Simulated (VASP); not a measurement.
## Ta2C: single point with r2SCAN

The system is Ta2C.

```xyz
3
Lattice="3.1059 0.0000 0.0000 -1.5530 2.6898 0.0000 0.0000 0.0000 4.9464" Properties=species:S:1:pos:R:3 pbc="T T T"
Ta    0.0000    1.7932    1.2465
Ta    1.5530    0.8966    3.6999
C     0.0000    0.0000    0.0000
```

```json
{
  "Program": "VASP 6.6.1",
  "Task": "single point",
  "Functional": "r2SCAN",
  "Potentials or basis": "VASP PAW PBE potentials, release 64 (Ta_pv, C)",
  "Cutoff": "520 eV",
  "k mesh": "6 × 6 × 4",
  "Occupations": "gaussian, width 0.1 eV",
  "Spin": "no spin polarisation",
  "Dipole correction": "no",
  "Further INCAR settings": "ALGO = Normal; EDIFF = 1e-06; NBANDS = 20"
}
```

| Property | Result |
| --- | --- |
| Pressure | 1.8 GPa |
| Largest force | 0.499 eV/Å |
| Band gap on the k mesh | zero (band 13 reaches 7.10 eV, above the bottom of band 14 at 6.35 eV) |

Forces in eV/Å, atoms in the order of the input:
```
Ta   0.000  0.000  0.499
Ta   0.000  0.000 -0.499
C    0.000  0.000  0.000
```

Stress tensor (GPa, compression positive):
```
1.92 0.00 0.00
0.00 1.92 0.00
0.00 0.00 1.51
```

Levels at points of the mesh, in eV from the Fermi level:
```csv
k point,band 11,band 12,band 13,band 14,band 15,band 16
"(0.00, 0.00, 0.00)",-3.55,-0.06,0.46,0.46,1.12,1.12
"(0.50, 0.00, 0.00)",-3.94,-2.16,-0.52,3.36,3.54,4.60
"(0.00, 0.00, 0.50)",-1.97,-1.91,-0.29,-0.29,2.90,2.90
"(0.50, 0.00, 0.50)",-2.72,-1.55,-1.27,1.50,1.50,4.42
```

It took 2.1 min on 1 thread of AMD EPYC 7R43 64-Core Processor (Zen 3), with other jobs on the host, peak memory 0.13 GiB.

Caveat: the k points lie up to 0.39 Å⁻¹ apart; the PAW data sets were made with another functional, which shifts forces and pressure a little; spin-orbit coupling is left out, which moves the levels of the heavy elements.
